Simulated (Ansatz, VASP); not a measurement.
Two plane-wave programs on BaHfO3

The input INCAR:

```
SYSTEM = BaHfO3
ALGO     = Normal         ! electronic algorithm
EDIFF    = 1E-6           ! SCF threshold, eV
ENCUT    = 520            ! plane-wave cutoff, eV
GGA      = PE             ! functional
ISIF     = 2              ! what is computed and relaxed
ISMEAR   = -1             ! smearing method
LASPH    = .TRUE.         ! aspherical terms in the spheres
LCHARG   = .FALSE.        ! write CHGCAR
LREAL    = .FALSE.        ! projectors in reciprocal space
LWAVE    = .FALSE.        ! write WAVECAR
NBANDS   = 27             ! bands
NELM     = 100            ! most SCF steps
PREC     = Accurate       ! precision mode
SIGMA    = 0.02           ! smearing width, eV
```

File KPOINTS:

```
k-points
0
G
  6 6 6
  0 0 0
```

The input POSCAR:

```
BaHfO3
1.0
    4.1352881831      0.0000000000      0.0000000000
    0.0000000000      4.1770587708      0.0000000000
    0.0000000000      0.0000000000      4.1770587708
Ba Hf O
1 1 3
Direct
    0.0000000000      0.0000000000      0.0000000000
    0.5000000000      0.5000000000      0.5000000000
    0.5000000000      0.5000000000      0.0000000000
    0.5000000000      0.0000000000      0.5000000000
    0.0000000000      0.5000000000      0.5000000000
```

Input for Ansatz:

```yaml
crystal:
  lattice:
    - [4.1352881831, 0.0, 0.0]
    - [0.0, 4.1770587708, 0.0]
    - [0.0, 0.0, 4.1770587708]
  atoms:
    - { symbol: Ba, position: [0.0, 0.0, 0.0] }
    - { symbol: Hf, position: [0.5, 0.5, 0.5] }
    - { symbol: O, position: [0.5, 0.5, 0.0] }
    - { symbol: O, position: [0.5, 0.0, 0.5] }
    - { symbol: O, position: [0.0, 0.5, 0.5] }
kpoints:
  mp_grid: { grid: [6, 6, 6] }
  band_path:
    path: [[0.0, 0.0, 0.0], [0.0, 0.5, 0.0], [0.5, 0.5, 0.0], [0.5, 0.5, 0.5]]
    npoints: 1
hamiltonian:
  xc: pbe
scf:
  occupations: { method: fermi_dirac, width: 0.02 }
  n_extra_bands: 5
output:
  forces: true
  stress: true
  eigenvalues: true
  write_density: true
  write_potential: true
  elf: true
  volumetric_format: npy
```

Change from the starting cell: uniaxial_x strain -1.0%.

Alike in both runs: task single point; functional PBE; k mesh 6 × 6 × 6; occupations fermi-dirac, width 0.02 eV; no spin polarisation.

|  | VASP | Ansatz |
| --- | --- | --- |
| version | VASP 6.6.1 | Ansatz 0.2.0 |
| potentials or method | VASP PAW PBE potentials, release 64 (Ba_sv, Hf_pv, O) | plane waves, PAW |
| plane-wave cutoff (eV) | 520 | 420 |
| valence electrons in the cell | 38 | 54 |

Ansatz gave:

| Item | Value |
| --- | --- |
| gap on the k mesh at the Fermi level (eV) | 3.64 |
| pressure (GPa) | 5.2 |
| traceless stress, the component that is largest in VASP (GPa) | 1.78 |

Problem. Which values does VASP return?

Solution. gap on the k mesh at the Fermi level (eV): 3.55; pressure (GPa): 4.6; traceless stress, the component that is largest in VASP (GPa): 1.78.

VASP's potentials hold 38 valence electrons a cell and Ansatz's 54, so a difference there can come from the potentials and not from the codes.

Neither program's run includes spin-orbit coupling.
